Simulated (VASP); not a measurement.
Crystal: CoO.

```
Co O
1.0
     2.98153    0.00000    0.00000
    -1.49076    2.58208    0.00000
     0.00000    0.00000    5.21095
Co O
2 2
Direct
  0.00000 0.00000 0.00000
  0.00000 0.00000 0.50000
  0.33333 0.66667 0.25000
  0.66667 0.33333 0.75000
```

Base run:

* Program: VASP 6.6.1
* Functional: PBE
* Potentials or basis: VASP PAW PBE potentials, release 64 (Co, O)
* Cutoff: 600 eV
* k mesh: 12 × 12 × 6
* Occupations: gaussian, width 0.05 eV
* Spin: collinear spin, antiferromagnetic start
* Starting moments: [3.0, -3.0, 0.0, 0.0] μB
* Hubbard terms: Co d U = 3.3 eV

Its results: band gap on the k mesh zero (filled and empty bands overlap); pressure -7.6 GPa; net moment 0.00 μB per cell; site moments Co +2.63, -2.63; O +0.00 μB.

Question: The run is repeated on the same cell with these changes: spin from collinear spin, antiferromagnetic start to collinear spin, ferromagnetic start; moments at the start from [3.0, -3.0, 0.0, 0.0] to [0.5, 0.5, 0.0, 0.0]. What comes out?

Answer: Band gap on the k mesh 0.19 eV (least direct gap 0.21 eV); pressure -1.0 GPa; net moment 6.00 μB per cell; site moments Co +2.72; O +0.23 μB.

Caveats: the stress differs along the axes, from -10 to -3 GPa (at least some runs).

A k mesh can miss the band edges.
